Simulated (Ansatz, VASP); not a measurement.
# One calculation of KScS2, two programs

POSCAR

```
KScS2
1.0
    4.0352596435      0.0000000000      0.0000000000
    0.0000000000      4.0352596435      0.0000000000
    0.0000000000      0.0000000000      5.3938948726
K S Sc
1 2 1
Direct
    0.0000000000      0.0000000000      0.0000000000
    0.0000000000      0.0000000000      0.5000000000
    0.5000000000      0.5000000000      0.0000000000
    0.5000000000      0.5000000000      0.5000000000
```

The input INCAR.step1:

```
SYSTEM = KScS2
PREC = Accurate
ENCUT = 520
ISMEAR = -1
SIGMA = 0.02
LREAL = .FALSE.
LASPH = .TRUE.
NELM = 60
NBANDS = 24
GGA = PE
ALGO = Normal
EDIFF = 1E-4
LWAVE = .TRUE.
LCHARG = .FALSE.
```

INCAR.step2

```
SYSTEM = KScS2
PREC = Accurate
ENCUT = 520
EDIFF = 1E-6
ISMEAR = -1
SIGMA = 0.02
LREAL = .FALSE.
LASPH = .TRUE.
NELM = 60
ALGO = Normal
ISIF = 2
LWAVE = .FALSE.
LCHARG = .TRUE.
METAGGA = R2SCAN
LMIXTAU = .TRUE.
LELF = .TRUE.
LVHAR = .TRUE.
NBANDS = 24
ISTART = 1
```

The input KPOINTS:

```
Automatic mesh
0
G
  6 6 6
  0 0 0
```

Input for Ansatz:

```yaml
crystal:
  lattice:
    - [4.0352596435, 0.0, 0.0]
    - [0.0, 4.0352596435, 0.0]
    - [0.0, 0.0, 5.3938948726]
  atoms:
    - { symbol: K, position: [0.0, 0.0, 0.0] }
    - { symbol: S, position: [0.0, 0.0, 0.5] }
    - { symbol: Sc, position: [0.5, 0.5, 0.5] }
    - { symbol: S, position: [0.5, 0.5, 0.0] }
kpoints:
  mp_grid: { grid: [6, 6, 6] }
  band_path:
    path:
      - [0.0, 0.0, 0.0]
      - [0.0, 0.5, 0.0]
      - [0.5, 0.5, 0.0]
      - [0.0, 0.0, 0.5]
      - [0.0, 0.5, 0.5]
      - [0.5, 0.5, 0.5]
    npoints: 1
hamiltonian:
  xc: r2scan
scf:
  occupations: { method: fermi_dirac, width: 0.02 }
  n_extra_bands: 5
output:
  forces: true
  stress: true
  eigenvalues: true
```

Change from the starting cell: uniaxial_z strain -1.3%.

Alike in both runs: task single point; functional r2SCAN; k mesh 6 × 6 × 6; occupations fermi-dirac, width 0.02 eV; no spin polarisation.

```csv
,VASP,Ansatz
version,VASP 6.6.1,Ansatz 0.2.0
potentials or method,"VASP PAW PBE potentials, release 64 (K_sv, S, Sc_sv)","plane waves, PAW"
plane-wave cutoff (eV),520,500
valence electrons in the cell,32,32
```

```tsv
	VASP	Ansatz	Ansatz less VASP
pressure (GPa)	1.3	1.1	-0.26
```

VASP's potentials were made for PBE, not for r2SCAN. The functional is the same, so the differences come from potentials, cutoffs and numerics.
